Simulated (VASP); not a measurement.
# KMgF3 (Pm-3m) in VASP: notebook, part 2 of 2

VASP 6.6.1.

## (5) Single point, PBE+D3(BJ) (12.60 Å³/atom)

This run uses another cell than the first one, of 12.60 Å³/atom.

Input file INCAR:

```
SYSTEM = KMgF3
PREC     = Accurate       ! precision mode
ENCUT    = 520            ! plane-wave cutoff, eV
EDIFF    = 1E-6           ! SCF threshold, eV
ISMEAR   = 0              ! smearing method
SIGMA    = 0.01           ! smearing width, eV
LREAL    = .False.        ! projectors in reciprocal space
LASPH    = .True.         ! aspherical terms in the spheres
NELM     = 60             ! most SCF steps
ALGO     = Normal         ! electronic algorithm
ISIF     = 2              ! what is computed and relaxed
LWAVE    = .False.        ! write WAVECAR
LCHARG   = .False.        ! write CHGCAR
GGA      = PE             ! functional
IVDW     = 12             ! dispersion correction
NBANDS   = 24             ! bands
```

Input file KPOINTS:

```
Automatic mesh
0
Gamma
  6 6 6
  0 0 0
```

Input file POSCAR:

```
KMgF3
1.0
    3.9791132838      0.0000000000      0.0000000000
    0.0000000000      3.9791132838      0.0000000000
    0.0000000000      0.0000000000      3.9791132838
K Mg F
1 1 3
Direct
    0.5000000000      0.5000000000      0.5000000000
    0.0000000000      0.0000000000      0.0000000000
    0.5000000000      0.0000000000      0.0000000000
    0.0000000000      0.5000000000      0.0000000000
    0.0000000000      0.0000000000      0.5000000000
```

Potentials or basis: VASP PAW PBE potentials, release 64 (K_sv, Mg, F).

Run with:

```sh
$ cat potpaw_PBE.64/K_sv/POTCAR potpaw_PBE.64/Mg/POTCAR potpaw_PBE.64/F/POTCAR > POTCAR
$ mpirun -np 1 vasp_std > vasp.out
```

OUTCAR:

```text
SYSTEM = KMgF3
   PREC = Accurate
   ENCUT = 520
   EDIFF = 1E-6
   ISMEAR = 0
   LREAL = .False.
   LASPH = .True.
   NELM = 60
   ISIF = 2
   GGA = PE
   IVDW = 12
 IVDW          = 12

 ion  position               nearest neighbor table
   1  0.500  0.500  0.500-   3 2.81   4 2.81   5 2.81   3 2.81   4 2.81   3 2.81   5 2.81   3 2.81
                             4 2.81   5 2.81   4 2.81   5 2.81   2 3.45   2 3.45   2 3.45   2 3.45
   2  0.000  0.000  0.000-   3 1.99   4 1.99   5 1.99   5 1.99   4 1.99   3 1.99   1 3.45   1 3.45
                             1 3.45   1 3.45   1 3.45   1 3.45   1 3.45   1 3.45
   3  0.500  0.000  0.000-   2 1.99   2 1.99   1 2.81   1 2.81   1 2.81   1 2.81
   4  0.000  0.500  0.000-   2 1.99   2 1.99   1 2.81   1 2.81   1 2.81   1 2.81
   5  0.000  0.000  0.500-   2 1.99   2 1.99   1 2.81   1 2.81   1 2.81   1 2.81

  LATTYP: Found a simple cubic cell.
 ALAT       =     3.9791132838

  Lattice vectors:

 A1 = (   3.9791132838,   0.0000000000,   0.0000000000)
 A2 = (   0.0000000000,   3.9791132838,   0.0000000000)
 A3 = (   0.0000000000,   0.0000000000,   3.9791132838)

Analysis of symmetry for initial positions (statically):
=====================================================================
 Subroutine PRICEL returns:
 Original cell was already a primitive cell.

 Routine SETGRP: Setting up the symmetry group for a
 simple cubic supercell.

 Subroutine GETGRP returns: Found 48 space group operations
 (whereof 48 operations were pure point group operations)
 out of a pool of 48 trial point group operations.

The static configuration has the point symmetry O_h .

Analysis of symmetry for dynamics (positions and initial velocities):
=====================================================================
 Subroutine PRICEL returns:
 Original cell was already a primitive cell.

 Routine SETGRP: Setting up the symmetry group for a
 simple cubic supercell.

 Subroutine GETGRP returns: Found 48 space group operations
 (whereof 48 operations were pure point group operations)
 out of a pool of 48 trial point group operations.

The dynamic configuration has the point symmetry O_h .

 Subroutine INISYM returns: Found 48 space group operations
 (whereof 48 operations are pure point group operations),
 and found     1 'primitive' translations

----------------------------------------------------------------------------------------

                                     Primitive cell

  volume of cell :      63.0027

  direct lattice vectors                    reciprocal lattice vectors
     3.979113284  0.000000000  0.000000000     0.251312272  0.000000000  0.000000000
     0.000000000  3.979113284  0.000000000     0.000000000  0.251312272  0.000000000
     0.000000000  0.000000000  3.979113284     0.000000000  0.000000000  0.251312272

  length of vectors
     3.979113284  3.979113284  3.979113284     0.251312272  0.251312272  0.251312272

  position of ions in fractional coordinates (direct lattice)
     0.500000000  0.500000000  0.500000000
     0.000000000  0.000000000  0.000000000
     0.500000000  0.000000000  0.000000000
     0.000000000  0.500000000  0.000000000
     0.000000000  0.000000000  0.500000000

  ion indices of the primitive-cell ions
[... 31 lines left out ...]
 Found     20 irreducible k-points:

 Following reciprocal coordinates:
            Coordinates               Weight
  0.000000  0.000000  0.000000      1.000000
  0.166667  0.000000  0.000000      6.000000
  0.333333  0.000000  0.000000      6.000000
  0.500000  0.000000  0.000000      3.000000
  0.166667  0.166667  0.000000     12.000000
  0.333333  0.166667  0.000000     24.000000
[... 12 lines left out ...]
  0.500000  0.500000  0.333333      6.000000
  0.500000  0.500000  0.500000      1.000000
   k-points           NKPTS =     20   k-points in BZ     NKDIM =     20   number of bands    NBANDS=     24
   number of dos      NEDOS =    301   number of ions     NIONS =      5
   total plane-waves  NPLWV =  27000
   dimension x,y,z NGX =    30 NGY =   30 NGZ =   30
   dimension x,y,z NGXF=    60 NGYF=   60 NGZF=   60
   ions per type =               1   1   3
   NGX,Y,Z   is equivalent  to a cutoff of  12.53, 12.53, 12.53 a.u.
   NGXF,Y,Z  is equivalent  to a cutoff of  25.07, 25.07, 25.07 a.u.
 SYSTEM =  KMgF3
   PREC   = accura    normal or accurate (medium, high low for compatibility)
   ISTART =      0    job   : 0-new  1-cont  2-samecut
   ICHARG =      2    charge: 1-file 2-atom 10-const
   ISPIN  =      1    spin polarized calculation?
   LNONCOLLINEAR =      F non collinear calculations
   LSORBIT =      F    spin-orbit coupling
   LASPH  =      T    aspherical Exc in radial PAW
   ENCUT  =  520.0 eV  38.22 Ry    6.18 a.u.   7.40  7.40  7.40*2*pi/ulx,y,z
   NELM   =     60;   NELMIN=  2; NELMDL= -5     # of ELM steps
   EDIFF  = 0.1E-05   stopping-criterion for ELM
   LREAL  =      F    real-space projection
   EDIFFG = 0.1E-04   stopping-criterion for IOM
   NSW    =      0    number of steps for IOM
   IBRION =     -1    ionic relax: 0-MD 1-quasi-New 2-CG
   NFREE  =      0    steps in history (QN), initial steepest desc. (CG)
   ISIF   =      2    stress and relaxation
   ISYM   =      2    0-nonsym 1-usesym 2-fastsym
   POTIM  = 0.5000    time-step for ionic-motion
   TEBEG  =    0.0;   TEEND  =   0.0 temperature during run
   PSTRESS=    0.0 pullay stress
   NELECT =      32.0000    total number of electrons
   NUPDOWN=      -1.0000    fix difference up-down
   EMIN   =  10.00;   EMAX   =-10.00  energy-range for DOS
   EFERMI =   0.00;   METHOD = LEGACY
   ISMEAR =     0;   SIGMA  =   0.01  broadening in eV -4-tet -1-fermi 0-gaus
   EFERMI_NEDOS =   21; number of points for ismear=-14 and -15
   IALGO  =     38    algorithm
   IMIX   =      4    mixing-type and parameters
     AMIX     =   0.40;   BMIX     =  1.00
     AMIX_MAG =   1.60;   BMIX_MAG =  1.00
  volume/ion in A,a.u.               =      12.60        85.03
  Fermi-wavevector in a.u.,A,eV,Ry     =   1.306186  2.468335 23.213215  1.706123
  Thomas-Fermi vector in A             =   2.437005
   LORBIT       =      0    0 simple, 1 ext, 2 COOP (PROOUT), +10 PAW based schemes
   GGA     = PE    functional components
   LHFCALC =     F    Hartree Fock is set to
   AEXX    =    0.0000 exact exchange contribution
   IVDW    =    12    specifies the selected vdW correction
   LEPSILON=     F    determine dielectric tensor
   LRPA    =     F    only Hartree local field effects (RPA)
 non-spin polarized calculation
 Gauss-broadening in eV      SIGMA  =   0.01
  energy-cutoff  :      520.00
  volume of cell :       63.00
 maximum number of plane-waves:      1743
 NGX is ok and might be reduce to    30
   NGX = 15   NGY = 15   NGZ = 15

 number of electron      31.9999959 magnetization

 Free energy of the ion-electron system (eV)
  ---------------------------------------------------
  ext. energy  EPLUGINS =         0.00000000
  ---------------------------------------------------
  free energy    TOTEN  =       -24.40667593 eV

  energy without entropy =      -24.40667593  energy(sigma->0) =      -24.40667593

 E-fermi :  -1.4892     XC(G=0):  -9.7095

 val. band max:       -1.5749120649   @ k =   0.5000   0.5000   0.5000
 cond. band min:       5.7685104171   @ k =   0.0000   0.0000   0.0000
 fundamental gap:      7.3434224819
 Fermi energy:        -1.4891824066

 k-point     1 :       0.0000    0.0000    0.0000
  band No.  band energies     occupation
      1     -27.2188      2.00000
      2     -21.7077      2.00000
      3     -21.0474      2.00000
      4     -21.0474      2.00000
      5     -10.7117      2.00000
      6     -10.7117      2.00000
[... 529 lines left out ...]
     23      13.6401      0.00000
     24      13.6401      0.00000

------------------------ aborting loop because EDIFF is reached ----------------------------------------

 Edisp (eV)   -0.83534

 E8    (eV) :    -0.3492

  FORCE on cell =-STRESS in cart. coord.  units (eV):
  Direction    XX          YY          ZZ          XY          YZ          ZX
  --------------------------------------------------------------------------------------
  -------------------------------------------------------------------------------------
  Total       0.66394     0.66394     0.66394    -0.00000     0.00000    -0.00000
  in kB      16.88430    16.88430    16.88430    -0.00000     0.00000    -0.00000
  external pressure =       16.88 kB  Pullay stress =        0.00 kB

 VOLUME and BASIS-vectors are now :
 -----------------------------------------------------------------------------
  energy-cutoff  :      520.00
  volume of cell :       63.00
      direct lattice vectors                 reciprocal lattice vectors
     3.979113284  0.000000000  0.000000000     0.251312272  0.000000000  0.000000000
     0.000000000  3.979113284  0.000000000     0.000000000  0.251312272  0.000000000
     0.000000000  0.000000000  3.979113284     0.000000000  0.000000000  0.251312272

 POSITION                                       TOTAL-FORCE (eV/Angst)
 -----------------------------------------------------------------------------------
      1.98956      1.98956      1.98956         0.000000      0.000000      0.000000
      0.00000      0.00000      0.00000         0.000000      0.000000      0.000000
      1.98956      0.00000      0.00000         0.000000      0.000000      0.000000
      0.00000      1.98956      0.00000         0.000000      0.000000      0.000000
      0.00000      0.00000      1.98956         0.000000      0.000000      0.000000
 -----------------------------------------------------------------------------------
    total drift:                                0.000000     -0.000000      0.000000

  FREE ENERGIE OF THE ION-ELECTRON SYSTEM (eV)
  ---------------------------------------------------
  free  energy   TOTEN  =       -25.2420203456 eV

  energy  without entropy=      -25.2420203456  energy(sigma->0) =      -25.24202035
```

Wall time 46 s (1 thread of Intel Xeon 8259CL, shared host); peak memory 0.19 GiB.

What came out:

```
Free energy                : -25.2420 eV
Pressure                   : 1.7 GPa
Band gap on the k mesh     : 7.34 eV (least direct gap 7.67 eV)
Dispersion energy per atom : -0.167 eV
```

Levels at points of the mesh, in eV from the valence-band top:
```
           k point  band 13  band 14  band 15  band 16  band 17  band 18  band 19  band 20
(0.00, 0.00, 0.00)    -0.63    -0.32    -0.32    -0.32     7.34    10.09    10.09    12.25
(0.50, 0.00, 0.00)    -0.87    -0.87    -0.53    -0.53    10.15    10.50    11.13    12.84
(0.50, 0.50, 0.00)    -1.05    -0.90    -0.90    -0.02    10.95    11.72    12.68    12.68
(0.50, 0.50, 0.50)    -1.12     0.00     0.00     0.00    10.46    10.46    10.46    14.04
```

## (6) The runs side by side

```csv
cell,gap on the mesh (eV),pressure (GPa)
"a = 3.780 Å, 5 atoms",8.63,19.0
"a = 3.853 Å, 5 atoms",8.12,11.2
"a = 3.924 Å, 5 atoms",7.67,5.3
"a = 3.979 Å, 5 atoms",7.34,1.7
```

Alike in all rows: task single point; level PBE+D3(BJ); potentials or basis VASP PAW PBE potentials, release 64 (K_sv, Mg, F); no spin polarisation; k mesh 6 × 6 × 6; cutoff (eV) 520; smearing gaussian 0.01 eV.

Caveats: the cell stands under pressure (at least some runs).

Absolute energies hang on the potentials; compare differences alone.
